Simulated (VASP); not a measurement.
Crystal: PbO (Litharge).

```
Pb O
1.0
     3.90855    0.00000    0.00000
     0.00000    3.90855    0.00000
     0.00000    0.00000    4.90773
Pb O
2 2
Direct
  0.50000 0.00000 0.76000
  0.00000 0.50000 0.24000
  0.50000 0.50000 0.00000
  0.00000 0.00000 0.00000
```

This cell differs from its parent crystal: volume scaled by 0.94.

Base run:

* Program: VASP 6.6.1
* Functional: PBEsol
* Potentials or basis: VASP PAW PBE potentials, release 64 (Pb_d, O)
* Cutoff: 520 eV
* k mesh: 7 × 7 × 6
* Occupations: fermi-dirac, width 0.05 eV
* Spin: no spin polarisation

Its results: band gap on the k mesh 1.26 eV, indirect (least direct gap 2.36 eV); pressure 4.9 GPa; largest force 0.576 eV/Å.

Problem. The run is repeated on the same cell with these changes: functional from PBEsol to PBE; further incar settings from ALGO = Normal; EDIFF = 1e-07; NBANDS = 28 to ALGO = Normal; EDIFF = 1e-06; NBANDS = 28. What comes out?

Solution. Band gap on the k mesh 1.31 eV, indirect (least direct gap 2.45 eV); pressure 9.3 GPa; largest force 0.914 eV/Å.

Caveats: spin-orbit coupling is left out, which moves the levels of the heavy elements; the PAW data sets were made with another functional, which shifts forces and pressure a little (some runs).

A k mesh can miss the band edges.
